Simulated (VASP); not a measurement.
# AlNi (Pm-3m) in VASP: a series of runs, part 2 of 2

VASP 6.6.1. Earlier steps stand in the parts before.

**3. Single point, PBE, collinear spin, ferromagnetic start**

The input, INCAR:

```
  ALGO = Normal
  EDIFF = 1E-6
  ENCUT = 520
  GGA = PE
  ISIF = 2
  ISMEAR = 0
  ISPIN = 2
  LASPH = True
  LCHARG = False
  LMAXMIX = 4
  LORBIT = 11
  LREAL = False
  LWAVE = False
  MAGMOM = 0 1.5
  NBANDS = 18
  NELM = 150
  PREC = Accurate
  SIGMA = 0.2
```

The input, KPOINTS:

```
k-points
0
Gamma
  10 10 10
```

The input, POSCAR:

```
AlNi
1.0
    2.8810000000      0.0000000000      0.0000000000
    0.0000000000      2.8810000000      0.0000000000
    0.0000000000      0.0000000000      2.8810000000
Al Ni
1 1
Direct
    0.0000000000      0.0000000000      0.0000000000
    0.5000000000      0.5000000000      0.5000000000
```

Potentials or basis: VASP PAW PBE potentials, release 64 (Al, Ni).

Run with:

```bash
$ cat potpaw_PBE.64/Al/POTCAR potpaw_PBE.64/Ni/POTCAR > POTCAR
$ mpirun -np 1 vasp_std > vasp.out
```

Wall time 68 s (1 thread of Intel Xeon 6975P-C, shared host); peak memory 0.17 GiB.

It converged, with:

```yaml
Free_energy: -10.5480 eV
Pressure: 2.0 GPa
Net_moment: 0.00 μB per cell
Valence_electrons_inside_the_program's_atomic_spheres: Al 0.80; Ni 9.47
```

Levels at points of the mesh, in eV from the Fermi level:
Spin up:
```tsv
k point	band 2	band 3	band 4	band 5	band 6	band 7	band 8	band 9	band 10	band 11
(0.00, 0.00, 0.00)	-3.23	-3.23	-1.55	-1.55	-1.55	5.49	5.49	5.49	8.12	8.12
(0.50, 0.00, 0.00)	-6.78	-2.76	-2.25	-2.25	-1.46	-0.65	8.27	10.01	10.01	10.88
(0.50, 0.50, 0.00)	-3.37	-2.89	-2.89	-2.08	-2.08	-1.02	1.48	2.46	12.27	15.13
(0.50, 0.50, 0.50)	-4.10	-4.10	-0.99	-0.99	2.00	2.00	2.00	3.68	4.44	4.44
```
Spin down:
```
           k point  band 4  band 5  band 6  band 7  band 8  band 9
(0.00, 0.00, 0.00)   -1.55   -1.55   -1.55    5.49    5.49    5.49
(0.50, 0.00, 0.00)   -2.25   -2.25   -1.46   -0.65    8.27   10.01
(0.50, 0.50, 0.00)   -2.89   -2.08   -2.08   -1.02    1.48    2.46
(0.50, 0.50, 0.50)   -0.99   -0.99    2.00    2.00    2.00    3.68
```

Caveat: the starting moments collapsed, and a magnetic state may lie lower.

**4. Single point, PBE, collinear spin, ferromagnetic start**

The input, INCAR:

```
SYSTEM = AlNi
PREC     = Accurate       ! precision mode
ENCUT    = 520            ! plane-wave cutoff, eV
EDIFF    = 1E-6           ! SCF threshold, eV
ISMEAR   = 0              ! smearing method
SIGMA    = 0.1            ! smearing width, eV
LREAL    = .FALSE.        ! projectors in reciprocal space
LASPH    = .TRUE.         ! aspherical terms in the spheres
NELM     = 150            ! most SCF steps
ALGO     = Normal         ! electronic algorithm
ISIF     = 2              ! what is computed and relaxed
LWAVE    = .FALSE.        ! write WAVECAR
LCHARG   = .TRUE.         ! write CHGCAR
ISPIN    = 2              ! spin polarisation
MAGMOM   = 0 1.5          ! initial moments
LORBIT   = 11             ! projections on sites
LMAXMIX  = 4              ! l up to which the mixer works
GGA      = PE             ! functional
LELF     = .TRUE.         ! ELF
LVHAR    = .TRUE.       
NBANDS   = 18             ! bands
```

The input, KPOINTS:

```
Automatic mesh
0
G
  10 10 10
  0 0 0
```

POSCAR is that of step 3.

Run with:

```bash
$ cat potpaw_PBE.64/Al/POTCAR potpaw_PBE.64/Ni/POTCAR > POTCAR
$ mpirun -np 1 vasp_std > vasp.out
```

Wall time 75 s (1 thread of Intel Xeon 6975P-C, shared host); peak memory 0.17 GiB.

The run converged. Its results:

```yaml
Free_energy: -10.5431 eV
Pressure: 1.9 GPa
Net_moment: 0.00 μB per cell
Valence_electrons_inside_the_program's_atomic_spheres: Al 0.80; Ni 9.47
```

Levels at points of the mesh, in eV from the Fermi level:
Spin up:
```tsv
k point	band 3	band 4	band 5	band 6	band 7	band 8	band 9	band 10
(0.00, 0.00, 0.00)	-3.24	-1.55	-1.55	-1.55	5.49	5.49	5.49	8.11
(0.50, 0.00, 0.00)	-2.76	-2.25	-2.25	-1.46	-0.65	8.27	10.01	10.01
(0.50, 0.50, 0.00)	-2.90	-2.90	-2.08	-2.08	-1.02	1.47	2.46	12.26
(0.50, 0.50, 0.50)	-4.11	-0.99	-0.99	1.99	1.99	1.99	3.68	4.43
```
Spin down:
```csv
k point,band 3,band 4,band 5,band 6,band 7,band 8,band 9,band 10
"(0.00, 0.00, 0.00)",-3.24,-1.55,-1.55,-1.55,5.49,5.49,5.49,8.11
"(0.50, 0.00, 0.00)",-2.76,-2.25,-2.25,-1.46,-0.65,8.27,10.01,10.01
"(0.50, 0.50, 0.00)",-2.90,-2.90,-2.08,-2.08,-1.02,1.47,2.46,12.26
"(0.50, 0.50, 0.50)",-4.11,-0.99,-0.99,1.99,1.99,1.99,3.68,4.43
```

Caveat: the starting moments collapsed, and a magnetic state may lie lower.

**5. Single point, PBE, collinear spin, ferromagnetic start**

The input, INCAR:

```
  ALGO = Normal
  EDIFF = 1E-6
  ENCUT = 520
  GGA = PE
  ISIF = 2
  ISMEAR = 0
  ISPIN = 2
  LASPH = T
  LCHARG = F
  LMAXMIX = 4
  LORBIT = 11
  LREAL = F
  LWAVE = F
  MAGMOM = 0 1.5
  NBANDS = 18
  NELM = 150
  PREC = Accurate
  SIGMA = 0.05
```

The input, KPOINTS:

```
k-points
0
Gamma
  10 10 10
```

POSCAR is that of step 4.

Potentials or basis: VASP PAW PBE potentials, release 64 (Al, Ni).

Run with:

```bash
$ cat potpaw_PBE.64/Al/POTCAR potpaw_PBE.64/Ni/POTCAR > POTCAR
$ mpirun -np 1 vasp_std > vasp.out
```

OUTCAR:

```text
EDIFF = 1E-6
   ENCUT = 520
   GGA = PE
   ISIF = 2
   ISMEAR = 0
   ISPIN = 2
   LASPH = T
   LORBIT = 11
   LREAL = F
   NELM = 150
   PREC = Accurate

 ion  position               nearest neighbor table
   1  0.000  0.000  0.000-   2 2.50   2 2.50   2 2.50   2 2.50   2 2.50   2 2.50   2 2.50   2 2.50

   2  0.500  0.500  0.500-   1 2.50   1 2.50   1 2.50   1 2.50   1 2.50   1 2.50   1 2.50   1 2.50

  LATTYP: Found a simple cubic cell.
 ALAT       =     2.8810000000

  Lattice vectors:
[... 1226 lines left out ...]
  in kB       19.0056534     19.0056534     19.0056534     -0.0000000     -0.0000000      0.0000000
  external PRESSURE =      19.0056534 kB  Pullay stress =       0.0000000 kB

 VOLUME and BASIS-vectors are now :
 -----------------------------------------------------------------------------
  energy-cutoff  :      520.00
  volume of cell :       23.91
      direct lattice vectors                 reciprocal lattice vectors
     2.881000000  0.000000000  0.000000000     0.347101701  0.000000000  0.000000000
     0.000000000  2.881000000  0.000000000     0.000000000  0.347101701  0.000000000
     0.000000000  0.000000000  2.881000000     0.000000000  0.000000000  0.347101701

 POSITION                                       TOTAL-FORCE (eV/Angst)
 -----------------------------------------------------------------------------------
      0.00000      0.00000      0.00000         0.000000      0.000000      0.000000
      1.44050      1.44050      1.44050         0.000000      0.000000      0.000000
 -----------------------------------------------------------------------------------
    total drift:                                0.000000      0.000000     -0.000000

  FREE ENERGIE OF THE ION-ELECTRON SYSTEM (eV)
  ---------------------------------------------------
  free  energy   TOTEN  =       -10.5419596008 eV

  energy  without entropy=      -10.5412338597  energy(sigma->0) =      -10.54159673

 total charge

# of ion       s       p       d       tot
------------------------------------------
    1        0.384   0.413   0.000   0.797
    2        0.474   0.517   8.475   9.465
--------------------------------------------------
tot          0.858   0.930   8.475  10.263

 magnetization (x)

# of ion       s       p       d       tot
------------------------------------------
    1        0.000  -0.000   0.000  -0.000
    2       -0.000  -0.000   0.000   0.000
--------------------------------------------------
tot          0.000  -0.000   0.000   0.000
```

OSZICAR:

```text
N       E                     dE             d eps       ncg     rms          rms(c)
DAV:   1     0.458194583280E+02    0.45819E+02   -0.49950E+03  4138   0.752E+02
DAV:   2    -0.916434563435E+01   -0.54984E+02   -0.48038E+02  4358   0.163E+02
DAV:   3    -0.118013231515E+02   -0.26370E+01   -0.25668E+01  4884   0.365E+01
DAV:   4    -0.118361391408E+02   -0.34816E-01   -0.34785E-01  4724   0.372E+00
DAV:   5    -0.118368920900E+02   -0.75295E-03   -0.75290E-03  4806   0.591E-01    0.132E+01
DAV:   6    -0.142658920155E+02   -0.24290E+01   -0.43148E+01  4646   0.777E+01    0.174E+01
DAV:   7    -0.105634405187E+02    0.37025E+01   -0.13023E+01  4642   0.455E+01    0.192E+00
DAV:   8    -0.105546725676E+02    0.87680E-02   -0.38491E-01  5220   0.587E+00    0.109E+00
DAV:   9    -0.105417620285E+02    0.12911E-01   -0.36165E-02  4926   0.175E+00    0.640E-01
DAV:  10    -0.105420762588E+02   -0.31423E-03   -0.17474E-03  5480   0.378E-01    0.192E-01
DAV:  11    -0.105418904661E+02    0.18579E-03   -0.11760E-03  5284   0.292E-01    0.101E-01
DAV:  12    -0.105419644338E+02   -0.73968E-04   -0.20157E-04  4994   0.132E-01    0.414E-02
DAV:  13    -0.105419591156E+02    0.53181E-05   -0.18945E-05  5348   0.460E-02    0.107E-02
DAV:  14    -0.105419596008E+02   -0.48513E-06   -0.24382E-06  2732   0.145E-02
   1 F= -.10541960E+02 E0= -.10541597E+02  d E =-.725741E-03  mag=    -0.0000
```

stdout:

```text
POSCAR found type information on POSCAR AlNi
 POSCAR found :  2 types and       2 ions
 scaLAPACK will be used
 LDA part: xc-table for (Slater+PW92), standard interpolation
 POSCAR, INCAR and KPOINTS ok, starting setup
 FFT: planning ... GRIDC
 FFT: planning ... GRID_SOFT
 FFT: planning ... GRID
 WAVECAR not read
 entering main loop
```

Wall time 74 s (1 thread of Intel Xeon 6975P-C, shared host); peak memory 0.17 GiB.

Results:

- Free energy: -10.5420 eV
- Pressure: 1.9 GPa
- Net moment: 0.00 μB per cell
- Valence electrons inside the program's atomic spheres: Al 0.80; Ni 9.46

Levels at points of the mesh, in eV from the Fermi level:
Spin up:
| k point | band 4 | band 5 | band 6 | band 7 | band 8 | band 9 |
| --- | --- | --- | --- | --- | --- | --- |
| (0.00, 0.00, 0.00) | -1.56 | -1.56 | -1.56 | 5.48 | 5.48 | 5.48 |
| (0.50, 0.00, 0.00) | -2.27 | -2.27 | -1.47 | -0.67 | 8.26 | 10.00 |
| (0.50, 0.50, 0.00) | -2.91 | -2.09 | -2.09 | -1.03 | 1.46 | 2.44 |
| (0.50, 0.50, 0.50) | -1.01 | -1.01 | 1.98 | 1.98 | 1.98 | 3.66 |
Spin down:
```tsv
k point	band 4	band 5	band 6	band 7	band 8	band 9
(0.00, 0.00, 0.00)	-1.56	-1.56	-1.56	5.48	5.48	5.48
(0.50, 0.00, 0.00)	-2.27	-2.27	-1.47	-0.67	8.26	10.00
(0.50, 0.50, 0.00)	-2.91	-2.09	-2.09	-1.04	1.46	2.44
(0.50, 0.50, 0.50)	-1.01	-1.01	1.98	1.98	1.98	3.66
```

Caveat: the starting moments collapsed, and a magnetic state may lie lower.
